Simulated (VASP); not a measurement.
Wanted: the native input for a VASP 6.6.1 run.

```
Task                   : single point
Functional             : PBE
Potentials or basis    : VASP PAW PBE potentials, release 64 (Ti_sv, W_sv)
Cutoff                 : 520 eV
k mesh                 : 8 × 8 × 8
Occupations            : gaussian, width 0.1 eV
Spin                   : no spin polarisation
Dipole correction      : no
Further INCAR settings : ALGO = Normal; EDIFF = 1e-07; NBANDS = 27
```

The structure of TiW2 lies in POSCAR:

```
TiW2
1.0
   -1.5886402324      1.5886402324      4.7925924571
    1.5886402324     -1.5886402324      4.7925924571
    1.5886402324      1.5886402324     -4.7925924571
Ti W
1 2
Direct
    0.5000000000      0.5000000000      0.0000000000
    0.8274401078      0.8274401078      0.0000000000
    0.1725598922      0.1725598922      0.0000000000
```

These files were run (other wordings do the same):

INCAR

```
PREC = Accurate
ENCUT = 520
EDIFF = 1E-7
ISMEAR = 0
SIGMA = 0.1
LREAL = False
LASPH = True
NELM = 60
ALGO = Normal
ISIF = 2
LWAVE = False
LCHARG = False
GGA = PE
NBANDS = 27
```

KPOINTS

```
Automatic mesh
0
Gamma
  8 8 8
```

Potentials or basis: VASP PAW PBE potentials, release 64 (Ti_sv, W_sv).

The run is started by

```console
$ cat potpaw_PBE.64/Ti_sv/POTCAR potpaw_PBE.64/W_sv/POTCAR > POTCAR
$ mpirun -np 1 vasp_std > vasp.out
```

It gave:

| Property | Result |
| --- | --- |
| Pressure | 0.1 GPa |
| Largest force | 0.030 eV/Å |
| Band gap on the k mesh | zero (bands 20 and 21 overlap by 1.23 eV) |

Caveat: spin-orbit coupling is left out, which moves the levels of the heavy elements.

Wall time 2.9 min on 1 thread of Intel(R) Xeon(R) 6975P-C (Granite Rapids) (shared host), peak memory 0.28 GiB.
